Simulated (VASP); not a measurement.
# Ir (Fd-3m) in VASP: notebook, part 2 of 3

VASP 6.6.1. The steps go on from the part before.

## 3. Single point, PBE

This run uses another cell than the first one, of 22.05 Å³/atom.

File INCAR:

```
SYSTEM = Ir
ALGO = Normal
EDIFF = 1E-7
ENCUT = 520
GGA = PE
ISIF = 2
ISMEAR = -1
LASPH = .TRUE.
LCHARG = .FALSE.
LREAL = .FALSE.
LWAVE = .FALSE.
NBANDS = 16
NELM = 100
PREC = Accurate
SIGMA = 0.06122561905347299
```

File KPOINTS:

```
k-points
0
G
  17 17 17
  0 0 0
```

File POSCAR:

```
Ir
1.0
    0.0000000000      2.8039565070      2.8039565070
    2.8039565070      0.0000000000      2.8039565070
    2.8039565070      2.8039565070      0.0000000000
Ir
2
Direct
    0.0000000000      0.0000000000      0.0000000000
    0.2500000000      0.2500000000      0.2500000000
```

Potentials or basis: VASP PAW PBE potentials, release 64 (Ir).

Command:

```
cat potpaw_PBE.64/Ir/POTCAR > POTCAR
mpirun -np 1 vasp_std > vasp.out
```

OUTCAR:

```text
SYSTEM = Ir
   EDIFF = 1E-7
   ENCUT = 520
   GGA = PE
   ISIF = 2
   ISMEAR = -1
   LASPH = .TRUE.
   LREAL = .FALSE.
   NELM = 100
   PREC = Accurate

 ion  position               nearest neighbor table
   1  0.000  0.000  0.000-   2 2.43   2 2.43   2 2.43   2 2.43
   2  0.250  0.250  0.250-   1 2.43   1 2.43   1 2.43   1 2.43

  LATTYP: Found a face centered cubic cell.
 ALAT       =     5.6079130140

  Lattice vectors:

 A1 = (   0.0000000000,   2.8039565070,   2.8039565070)
 A2 = (   2.8039565070,   0.0000000000,   2.8039565070)
 A3 = (   2.8039565070,   2.8039565070,   0.0000000000)

Analysis of symmetry for initial positions (statically):
=====================================================================
 Subroutine PRICEL returns:
 Original cell was already a primitive cell.

 Routine SETGRP: Setting up the symmetry group for a
 face centered cubic supercell.

 Subroutine GETGRP returns: Found 48 space group operations
 (whereof 24 operations were pure point group operations)
 out of a pool of 48 trial point group operations.

The static configuration has the point symmetry T_d .
 The point group associated with its full space group is O_h .

Analysis of symmetry for dynamics (positions and initial velocities):
=====================================================================
 Subroutine PRICEL returns:
 Original cell was already a primitive cell.

 Routine SETGRP: Setting up the symmetry group for a
 face centered cubic supercell.

 Subroutine GETGRP returns: Found 48 space group operations
 (whereof 24 operations were pure point group operations)
 out of a pool of 48 trial point group operations.

The dynamic configuration has the point symmetry T_d .
 The point group associated with its full space group is O_h .

 Subroutine INISYM returns: Found 48 space group operations
 (whereof 24 operations are pure point group operations),
 and found     1 'primitive' translations

----------------------------------------------------------------------------------------
[... 113 lines left out ...]
     AMIX_MAG =   1.60;   BMIX_MAG =  1.00
  volume/ion in A,a.u.               =      22.05       148.77
  Fermi-wavevector in a.u.,A,eV,Ry     =   1.214463  2.295003 20.067520  1.474921
  Thomas-Fermi vector in A             =   2.349882
   LORBIT       =      0    0 simple, 1 ext, 2 COOP (PROOUT), +10 PAW based schemes
   GGA     = PE    functional components
   LHFCALC =     F    Hartree Fock is set to
   AEXX    =    0.0000 exact exchange contribution
   IVDW    =     0    specifies the selected vdW correction
   LEPSILON=     F    determine dielectric tensor
   LRPA    =     F    only Hartree local field effects (RPA)
 non-spin polarized calculation
  energy-cutoff  :      520.00
  volume of cell :       44.09
 maximum number of plane-waves:      1243
 NGX is ok and might be reduce to    30
   NGX = 15   NGY = 15   NGZ = 15

 number of electron      17.9999999 magnetization

 Free energy of the ion-electron system (eV)
  ---------------------------------------------------
  ext. energy  EPLUGINS =         0.00000000
  ---------------------------------------------------
  free energy    TOTEN  =       -15.70519950 eV

  energy without entropy =      -15.67618746  energy(sigma->0) =      -15.69069348

 E-fermi :   4.9282     XC(G=0): -11.0469

 val. band max:        4.9232541181   @ k =  -0.2353   0.2941   0.1176
 cond. band min:       4.9293468513   @ k =  -0.2941   0.1176   0.0000
 fundamental gap:      0.0060927332
 Fermi energy:         4.9282485147

 k-point     1 :       0.0000    0.0000    0.0000
  band No.  band energies     occupation
      1      -2.8779      2.00000
      2       0.0500      2.00000
      3       0.0500      2.00000
      4       0.4009      2.00000
      5       0.4009      2.00000
      6       0.4009      2.00000
[... 433 lines left out ...]
      3      -0.0149      2.00000
      4       0.3703      2.00000
      5       0.5799      2.00000
      6       0.8024      2.00000
[... 8 lines left out ...]
     15      16.7360      0.00000
     16      16.7807      0.00000

 [... further k-points ...]

------------------------ aborting loop because EDIFF is reached ----------------------------------------

  FORCE on cell =-STRESS in cart. coord.  units (eV):
  Direction    XX          YY          ZZ          XY          YZ          ZX
  --------------------------------------------------------------------------------------
  -------------------------------------------------------------------------------------
  Total       -1.1023434     -1.1023434     -1.1023434      0.0000000      0.0000000     -0.0000000
  in kB      -40.0574845    -40.0574845    -40.0574845      0.0000000      0.0000000     -0.0000000
  external PRESSURE =     -40.0574845 kB  Pullay stress =       0.0000000 kB

 VOLUME and BASIS-vectors are now :
 -----------------------------------------------------------------------------
  energy-cutoff  :      520.00
  volume of cell :       44.09
      direct lattice vectors                 reciprocal lattice vectors
     0.000000000  2.803956507  2.803956507    -0.178319456  0.178319456  0.178319456
     2.803956507  0.000000000  2.803956507     0.178319456 -0.178319456  0.178319456
     2.803956507  2.803956507  0.000000000     0.178319456  0.178319456 -0.178319456

 POSITION                                       TOTAL-FORCE (eV/Angst)
 -----------------------------------------------------------------------------------
      0.00000      0.00000      0.00000        -0.000000     -0.000000     -0.000000
      1.40198      1.40198      1.40198         0.000000      0.000000      0.000000
 -----------------------------------------------------------------------------------
    total drift:                                0.000000     -0.000000      0.000000

  FREE ENERGIE OF THE ION-ELECTRON SYSTEM (eV)
  ---------------------------------------------------
  free  energy   TOTEN  =       -15.7051995012 eV

  energy  without entropy=      -15.6761874604  energy(sigma->0) =      -15.69069348
```

OSZICAR:

```text
N       E                     dE             d eps       ncg     rms          rms(c)
DAV:   1     0.137932495597E+03    0.13793E+03   -0.78786E+03  5280   0.104E+03
DAV:   2    -0.121016194622E+02   -0.15003E+03   -0.13191E+03  5312   0.283E+02
DAV:   3    -0.166331393090E+02   -0.45315E+01   -0.44667E+01  7024   0.577E+01
DAV:   4    -0.166789431015E+02   -0.45804E-01   -0.45796E-01  5928   0.546E+00
DAV:   5    -0.166801771108E+02   -0.12340E-02   -0.12340E-02  7320   0.909E-01    0.136E+01
DAV:   6    -0.158150847838E+02    0.86509E+00   -0.16724E+00  7136   0.146E+01    0.520E+00
DAV:   7    -0.157213814420E+02    0.93703E-01   -0.17885E-01  7560   0.412E+00    0.206E+00
DAV:   8    -0.157053789519E+02    0.16002E-01   -0.19028E-02  5976   0.109E+00    0.245E-01
DAV:   9    -0.157051571140E+02    0.22184E-03   -0.73391E-04  6344   0.220E-01    0.353E-02
DAV:  10    -0.157052010592E+02   -0.43945E-04   -0.45607E-05  6784   0.532E-02    0.769E-03
DAV:  11    -0.157051996739E+02    0.13853E-05   -0.35348E-06  7088   0.194E-02    0.168E-03
DAV:  12    -0.157051994310E+02    0.24288E-06   -0.12734E-07  5464   0.254E-03    0.508E-04
DAV:  13    -0.157051995012E+02   -0.70228E-07   -0.11070E-08  3736   0.113E-03
   1 F= -.15705200E+02 E0= -.15690693E+02  d E =-.290120E-01
```

It took 3.1 min on 1 thread of Intel Xeon 8259CL, shared host; peak memory 0.25 GiB.

Results:

```
Free energy            : -15.7052 eV
Pressure               : -4.0 GPa
Band gap on the k mesh : zero (bands 9 and 10 overlap by 1.55 eV)
```

Levels at points of the mesh, in eV from the Fermi level:
| k point | band 7 | band 8 | band 9 | band 10 | band 11 | band 12 |
| --- | --- | --- | --- | --- | --- | --- |
| (0.00, 0.00, 0.00) | -1.69 | -1.69 | -1.69 | 0.73 | 0.73 | 10.77 |

Caveat: the cell stands under tension; spin-orbit coupling is left out, which moves the levels of the heavy elements.

## 4. Single point, PBE

This run uses another cell than the first one, of 22.48 Å³/atom.

File INCAR:

```
SYSTEM = Ir
PREC = Accurate
ENCUT = 520
EDIFF = 1E-7
ISMEAR = -1
SIGMA = 0.06122561905347299
LREAL = .False.
LASPH = .True.
NELM = 60
ALGO = Normal
ISIF = 2
LWAVE = .False.
LCHARG = .True.
GGA = PE
LELF = .True.
LVHAR = .True.
NBANDS = 16
```

File KPOINTS:

```
Automatic mesh
0
Gamma
  17 17 17
  0 0 0
```

File POSCAR:

```
Ir
1.0
    0.0000000000      2.8221645270      2.8221645270
    2.8221645270      0.0000000000      2.8221645270
    2.8221645270      2.8221645270      0.0000000000
Ir
2
Direct
    0.0000000000      0.0000000000      0.0000000000
    0.2500000000      0.2500000000      0.2500000000
```

Potentials or basis: VASP PAW PBE potentials, release 64 (Ir).

Command:

```
cat potpaw_PBE.64/Ir/POTCAR > POTCAR
mpirun -np 1 vasp_std > vasp.out
```

OUTCAR:

```text
SYSTEM = Ir
   PREC = Accurate
   ENCUT = 520
   EDIFF = 1E-7
   ISMEAR = -1
   LREAL = .False.
   LASPH = .True.
   NELM = 60
   ISIF = 2
   GGA = PE

 ion  position               nearest neighbor table
   1  0.000  0.000  0.000-   2 2.44   2 2.44   2 2.44   2 2.44
   2  0.250  0.250  0.250-   1 2.44   1 2.44   1 2.44   1 2.44

  LATTYP: Found a face centered cubic cell.
 ALAT       =     5.6443290540

  Lattice vectors:

 A1 = (   0.0000000000,   2.8221645270,   2.8221645270)
 A2 = (   2.8221645270,   0.0000000000,   2.8221645270)
 A3 = (   2.8221645270,   2.8221645270,   0.0000000000)

Analysis of symmetry for initial positions (statically):
=====================================================================
 Subroutine PRICEL returns:
 Original cell was already a primitive cell.

 Routine SETGRP: Setting up the symmetry group for a
 face centered cubic supercell.

 Subroutine GETGRP returns: Found 48 space group operations
 (whereof 24 operations were pure point group operations)
 out of a pool of 48 trial point group operations.

The static configuration has the point symmetry T_d .
 The point group associated with its full space group is O_h .

Analysis of symmetry for dynamics (positions and initial velocities):
=====================================================================
 Subroutine PRICEL returns:
 Original cell was already a primitive cell.

 Routine SETGRP: Setting up the symmetry group for a
 face centered cubic supercell.

 Subroutine GETGRP returns: Found 48 space group operations
 (whereof 24 operations were pure point group operations)
 out of a pool of 48 trial point group operations.

The dynamic configuration has the point symmetry T_d .
 The point group associated with its full space group is O_h .

 Subroutine INISYM returns: Found 48 space group operations
 (whereof 24 operations are pure point group operations),
 and found     1 'primitive' translations

[... 111 lines left out ...]
   IALGO  =     38    algorithm
   IMIX   =      4    mixing-type and parameters
     AMIX     =   0.40;   BMIX     =  1.00
     AMIX_MAG =   1.60;   BMIX_MAG =  1.00
  volume/ion in A,a.u.               =      22.48       151.69
  Fermi-wavevector in a.u.,A,eV,Ry     =   1.206628  2.280196 19.809412  1.455951
  Thomas-Fermi vector in A             =   2.342289
   LORBIT       =      0    0 simple, 1 ext, 2 COOP (PROOUT), +10 PAW based schemes
   GGA     = PE    functional components
   LHFCALC =     F    Hartree Fock is set to
   AEXX    =    0.0000 exact exchange contribution
   IVDW    =     0    specifies the selected vdW correction
   LEPSILON=     F    determine dielectric tensor
   LRPA    =     F    only Hartree local field effects (RPA)
 non-spin polarized calculation
  energy-cutoff  :      520.00
  volume of cell :       44.95
 maximum number of plane-waves:      1243
 NGX is ok and might be reduce to    30
   NGX = 15   NGY = 15   NGZ = 15

 number of electron      18.0000001 magnetization

 Free energy of the ion-electron system (eV)
  ---------------------------------------------------
  ext. energy  EPLUGINS =         0.00000000
  ---------------------------------------------------
  free energy    TOTEN  =       -15.67557299 eV

  energy without entropy =      -15.64528211  energy(sigma->0) =      -15.66042755

 E-fermi :   4.7051     XC(G=0): -10.9435

 val. band max:        4.7048736953   @ k =  -0.2353   0.2941   0.1176
 cond. band min:       4.7062231085   @ k =   0.4706   0.1765   0.0588
 fundamental gap:      0.0013494132
 Fermi energy:         4.7051128255

 k-point     1 :       0.0000    0.0000    0.0000
  band No.  band energies     occupation
      1      -2.9611      2.00000
      2      -0.0424      2.00000
      3      -0.0424      2.00000
      4       0.2796      2.00000
      5       0.2796      2.00000
      6       0.2796      2.00000
[... 433 lines left out ...]
      3      -0.1102      2.00000
      4       0.2504      2.00000
      5       0.4590      2.00000
      6       0.6748      2.00000
[... 8 lines left out ...]
     15      16.3735      0.00000
     16      16.4227      0.00000

 [... further k-points ...]

------------------------ aborting loop because EDIFF is reached ----------------------------------------

  FORCE on cell =-STRESS in cart. coord.  units (eV):
  Direction    XX          YY          ZZ          XY          YZ          ZX
  --------------------------------------------------------------------------------------
  -------------------------------------------------------------------------------------
  Total       -1.9611942     -1.9611942     -1.9611942      0.0000000      0.0000000      0.0000000
  in kB      -69.8963025    -69.8963025    -69.8963025      0.0000000      0.0000000      0.0000000
  external PRESSURE =     -69.8963025 kB  Pullay stress =       0.0000000 kB

 VOLUME and BASIS-vectors are now :
 -----------------------------------------------------------------------------
  energy-cutoff  :      520.00
  volume of cell :       44.95
      direct lattice vectors                 reciprocal lattice vectors
     0.000000000  2.822164527  2.822164527    -0.177168976  0.177168976  0.177168976
     2.822164527  0.000000000  2.822164527     0.177168976 -0.177168976  0.177168976
     2.822164527  2.822164527  0.000000000     0.177168976  0.177168976 -0.177168976

 POSITION                                       TOTAL-FORCE (eV/Angst)
 -----------------------------------------------------------------------------------
      0.00000      0.00000      0.00000        -0.000000     -0.000000     -0.000000
      1.41108      1.41108      1.41108         0.000000      0.000000      0.000000
 -----------------------------------------------------------------------------------
    total drift:                                0.000000     -0.000000      0.000000

  FREE ENERGIE OF THE ION-ELECTRON SYSTEM (eV)
  ---------------------------------------------------
  free  energy   TOTEN  =       -15.6755729882 eV

  energy  without entropy=      -15.6452821142  energy(sigma->0) =      -15.66042755
```

OSZICAR:

```text
N       E                     dE             d eps       ncg     rms          rms(c)
DAV:   1     0.138542118518E+03    0.13854E+03   -0.78180E+03  5288   0.103E+03
DAV:   2    -0.118433290704E+02   -0.15039E+03   -0.13194E+03  5296   0.282E+02
DAV:   3    -0.166135039636E+02   -0.47702E+01   -0.46862E+01  6944   0.586E+01
DAV:   4    -0.166626259085E+02   -0.49122E-01   -0.49110E-01  5864   0.564E+00
DAV:   5    -0.166638923299E+02   -0.12664E-02   -0.12664E-02  7288   0.916E-01    0.131E+01
DAV:   6    -0.157799715050E+02    0.88392E+00   -0.17581E+00  7120   0.149E+01    0.491E+00
DAV:   7    -0.156914622104E+02    0.88509E-01   -0.17175E-01  7496   0.400E+00    0.203E+00
DAV:   8    -0.156757507452E+02    0.15711E-01   -0.18626E-02  5904   0.106E+00    0.237E-01
DAV:   9    -0.156755302685E+02    0.22048E-03   -0.74505E-04  6336   0.223E-01    0.348E-02
DAV:  10    -0.156755746342E+02   -0.44366E-04   -0.46660E-05  6744   0.544E-02    0.828E-03
DAV:  11    -0.156755731411E+02    0.14932E-05   -0.37485E-06  7176   0.200E-02    0.166E-03
DAV:  12    -0.156755729232E+02    0.21784E-06   -0.12932E-07  5368   0.254E-03    0.491E-04
DAV:  13    -0.156755729882E+02   -0.64941E-07   -0.11197E-08  3592   0.114E-03
   1 F= -.15675573E+02 E0= -.15660428E+02  d E =-.302909E-01
```

Wall time 2.8 min (1 thread of Intel Xeon 8259CL, shared host); peak memory 0.25 GiB.

What came out:

| Item | Value |
| --- | --- |
| Free energy | -15.6756 eV |
| Pressure | -7.0 GPa |
| Band gap on the k mesh | zero (bands 9 and 10 overlap by 1.50 eV) |

Caveat: the cell stands under tension; spin-orbit coupling is left out, which moves the levels of the heavy elements.

[end of part 2 of 3]
